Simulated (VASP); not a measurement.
Runs of VASP 6.6.1 on Pt. The structure is that of space group R-3m (No. 166), or close to it. The cells are those of the table. 

| cell | gap on the mesh (eV) | pressure (GPa) |
| --- | --- | --- |
| a = 2.678 Å, angles 66.7°, 1 atom | none | -7.5 |
| a = 2.952 Å, angles 53.8°, 1 atom | none | (a) |
| a = 2.925 Å, angles 53.7°, 1 atom | none | 1.3 |
| a = 2.618 Å, angles 70.3°, 1 atom | none | 1.9 |
| a = 3.029 Å, angles 50.9°, 1 atom | none | (b) |

Alike in all rows: task single point; level LDA; potentials or basis VASP PAW LDA potentials, release 64 (Pt); no spin polarisation; k mesh 20 × 20 × 20; cutoff (eV) 520; smearing gaussian 0.15 eV.

Estimate the missing entries.

(a) -7.0; (b) 3.9.

Caveats: spin-orbit coupling is left out, which moves the levels of the heavy elements; the cell stands under tension (at least some runs); the cell stands under pressure (at least some runs).

A k mesh can miss the band edges, and the runs leave out spin-orbit coupling on Pt.

A gap of «none» marks levels without a gap at the run's occupations.
